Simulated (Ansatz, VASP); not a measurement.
**One calculation of CaO, two programs**

Contents of POSCAR:

```
CaO
1.0
   -0.0755630943      2.3939135227      2.3939135227
    2.3939135227     -0.0755630943      2.3939135227
    2.3939135227      2.3939135227     -0.0755630943
Ca O
1 1
Direct
    0.0000000000      0.0000000000      0.0000000000
    0.5000000000      0.5000000000      0.5000000000
```

INCAR.step1

```
PREC = Accurate ; ENCUT = 520
ISMEAR = 0 ; SIGMA = 0.01
LREAL = False ; LASPH = True
NELM = 100 ; NBANDS = 15
GGA = PE ; ALGO = Normal
EDIFF = 1E-4 ; LWAVE = True
LCHARG = False
```

The input INCAR.step2:

```
PREC = Accurate ; ENCUT = 520
EDIFF = 1E-6 ; ISMEAR = 0
SIGMA = 0.01 ; LREAL = False
LASPH = True ; NELM = 100
ALGO = Normal ; ISIF = 2
LWAVE = False ; LCHARG = True
METAGGA = R2SCAN ; LMIXTAU = True
LELF = True ; LVHAR = True
NBANDS = 15 ; ISTART = 1
```

Contents of KPOINTS:

```
regular mesh
0
Gamma
  10 10 10
```

Input for Ansatz:

```yaml
crystal:
  lattice:
    - [-0.0755630943, 2.3939135227, 2.3939135227]
    - [2.3939135227, -0.0755630943, 2.3939135227]
    - [2.3939135227, 2.3939135227, -0.0755630943]
  atoms:
    - { symbol: Ca, position: [0.0, 0.0, 0.0] }
    - { symbol: O, position: [0.5, 0.5, 0.5] }
kpoints:
  mp_grid: { grid: [10, 10, 10] }
  band_path:
    path:
      - [0.0, 0.0, 0.0]
      - [0.5, 0.0, 0.5]
      - [0.625, 0.25, 0.625]
      - [0.375, 0.375, 0.75]
      - [0.5, 0.5, 0.5]
      - [0.5, 0.25, 0.75]
      - [0.0, 0.5, 0.5]
    npoints: 1
hamiltonian:
  xc: r2scan
scf:
  occupations: { method: fixed }
  n_extra_bands: 4
output:
  forces: true
  stress: true
  eigenvalues: true
  write_density: true
  write_potential: true
  elf: true
  volumetric_format: npy
```

Change from the starting cell: epitaxial_111 strain +3.0%.

Alike in both runs: task single point; functional r2SCAN; k mesh 10 × 10 × 10; no spin polarisation.

```csv
,VASP,Ansatz
version,VASP 6.6.1,Ansatz 0.2.0
potentials or method,"VASP PAW PBE potentials, release 64 (Ca_sv, O)","plane waves, PAW"
plane-wave cutoff (eV),520,500
occupations,"gaussian, width 0.01 eV",fixed
valence electrons in the cell,16,16
```

Ansatz gave:

* gap on the k mesh at the Fermi level (eV): 4.09
* pressure (GPa): -4.5
* traceless stress, the component that is largest in VASP (GPa): 2.26

Task: Estimate VASP's values.

Result: gap on the k mesh at the Fermi level (eV): 4.08; pressure (GPa): -3.7; traceless stress, the component that is largest in VASP (GPa): 2.23.

VASP's potentials were made for PBE, not for r2SCAN.
